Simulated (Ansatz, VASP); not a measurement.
**One calculation of Ta, two programs**

```
Ta
1.0
     2.34663   -4.99153    0.00000
     2.34663    4.99153    0.00000
     0.00000    0.00000    3.14146
Ta
4
Direct
  0.13536 0.86464 0.00000
  0.63536 0.36464 0.50000
  0.86464 0.13536 0.00000
  0.36464 0.63536 0.50000
```

Alike in both runs: functional PBEsol; k mesh 4 × 4 × 4; occupations gaussian, width 0.1 eV; no spin polarisation.

Ansatz relaxed the structure, and its values are those at the end. VASP's run is a single point on that final structure, the one shown.

|  | VASP | Ansatz |
| --- | --- | --- |
| version | VASP 6.6.1 | Ansatz 0.2.0 |
| potentials or method | VASP PAW PBE potentials, release 64 (Ta_pv), cutoff 520 eV | scalar-relativistic, plane waves, PAW |
| valence electrons in the cell | 44 | 52 |

```csv
,VASP,Ansatz,Ansatz less VASP
gap on the k mesh at the Fermi level (eV),none,none,-
pressure (GPa),0.2,0.0,-0.20
rms of the force components (eV/Å),0.008,0.010,+0.0021
```

VASP's potentials were made for PBE, not for PBEsol. A gap of «none» marks a metal or a gap that the smearing closes. VASP's potentials hold 44 valence electrons a cell and Ansatz's 52, so a difference there can come from the potentials and not from the codes.

The k mesh is coarse, so the values compare programs but aren't converged. Neither program's run includes spin-orbit coupling.
